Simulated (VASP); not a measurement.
Set up this calculation in VASP 6.6.1, as the native input.

```yaml
Task: single point
Functional: PBE
Potentials_or_basis: VASP PAW PBE potentials, release 64 (Ti_sv)
Cutoff: 520 eV
k_mesh: 15 × 15 × 15
Occupations: fermi-dirac, width 0.1 eV
Spin: no spin polarisation
Dipole_correction: no
Further_INCAR_settings: ALGO = Normal; EDIFF = 1e-06; NBANDS = 19
```

The structure of Ti lies in POSCAR:

```
Ti
1.0
   -1.8956836477      1.8956836477      1.0945184344
    1.8956836477     -1.8956836477      1.0945184344
    1.8956836477      1.8956836477     -1.0945184344
Ti
2
Direct
   -0.3750000000     -0.1250000000     -0.2500000000
    0.3750000000      0.1250000000      0.2500000000
```

These files were run (other wordings do the same):

INCAR

```
PREC     = Accurate       # precision mode
ENCUT    = 520            # plane-wave cutoff, eV
EDIFF    = 1E-6           # SCF threshold, eV
ISMEAR   = -1             # smearing method
SIGMA    = 0.1            # smearing width, eV
LREAL    = F              # projectors in reciprocal space
LASPH    = T              # aspherical terms in the spheres
NELM     = 80             # most SCF steps
ALGO     = Normal         # electronic algorithm
ISIF     = 2              # what is computed and relaxed
LWAVE    = F              # write WAVECAR
LCHARG   = F              # write CHGCAR
GGA      = PE             # functional
NBANDS   = 19             # bands
```

KPOINTS

```
regular mesh
0
Gamma
  15 15 15
```

Potentials or basis: VASP PAW PBE potentials, release 64 (Ti_sv).

Command:

```bash
$ cat potpaw_PBE.64/Ti_sv/POTCAR > POTCAR
$ mpirun -np 1 vasp_std > vasp.out
```

Results of the run:

```json
{
  "Pressure": "307.1 GPa",
  "Band gap on the k mesh": "zero (band 12 reaches 20.07 eV, above the bottom of band 13 at 17.21 eV)"
}
```

Wall time 31 s on 1 thread of Intel(R) Xeon(R) 6975P-C (Granite Rapids) (shared host), peak memory 0.19 GiB.
